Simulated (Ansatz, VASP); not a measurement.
GaN: VASP beside Ansatz

```
Ga N
1.0
     3.08460    0.00000    0.00000
    -1.54230    2.67134    0.00000
     0.00000    0.00000    5.24349
Ga N
2 2
Cartesian
  0.0000 1.7809 0.0000
  1.5423 0.8904 2.6217
  0.0000 1.7809 1.9663
  1.5423 0.8904 4.5881
```

Change from the starting cell: strain -0.030 along x and y, +0.015 along z, atoms carried along.

Alike in both runs: task single point; functional r2SCAN; k mesh 12 × 12 × 6; occupations gaussian, width 0.05 eV; no spin polarisation.

```csv
,VASP,Ansatz
version,VASP 6.6.1,Ansatz 0.2.0
potentials or method,"VASP PAW PBE potentials, release 64 (Ga_d, N), cutoff 520 eV","scalar-relativistic, plane waves, PAW"
valence electrons in the cell,36,36
```

VASP gave:

| Quantity | Value |
| --- | --- |
| gap on the k mesh at the Fermi level (eV) | 2.51 |
| least direct gap on the mesh (eV) | 2.51 |
| pressure (GPa) | 13.0 |
| traceless stress, the component that is largest in VASP (GPa) | -12.29 |
| rms of the force components (eV/Å) | 0.247 |

Q: Estimate Ansatz's values.

A: gap on the k mesh at the Fermi level (eV): 2.52; least direct gap on the mesh (eV): 2.52; pressure (GPa): 11.7; traceless stress, the component that is largest in VASP (GPa): -12.18; rms of the force components (eV/Å): 0.231.

VASP's potentials were made for PBE, not for r2SCAN. Atom by atom the forces differ by 0.017 eV/Å (rms over components). The functional is the same, so the differences come from potentials, cutoffs and numerics.
